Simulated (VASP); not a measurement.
The system is Co.

```
Co
1.0
     2.47200    0.00000    0.00000
    -1.23600    2.14081    0.00000
     0.00000    0.00000    4.02114
Co
2
Cartesian
  1.2360 0.7136 3.0159
  0.0000 1.4272 1.0053
```

Base run:

| Property | Result |
| --- | --- |
| Program | VASP 6.6.1 |
| Functional | PBE |
| Potentials or basis | VASP PAW PBE potentials, release 64 (Co_sv) |
| Cutoff | 690 eV |
| k mesh | 10 × 10 × 6 |
| Occupations | fermi-dirac, width 0.05 eV |
| Spin | collinear spin, ferromagnetic start |
| Starting moments | [1.0, 1.0] μB |
| Fixed moment | 2 μB |

Its results: pressure -4.3 GPa; site moments Co +1.06 μB.

The run is repeated on the same cell with these changes: fixed moment from 2 μB to 4 μB; moments at the start from [1.0, 1.0] to [2.0, 2.0]. What comes out?

Pressure 12.1 GPa; site moments Co +2.00 μB.

Caveats: the total moment is fixed, so each spin has its own Fermi level and the state may be an excited one; the cell stands under tension (at least some runs); the cell stands under pressure (at least some runs).
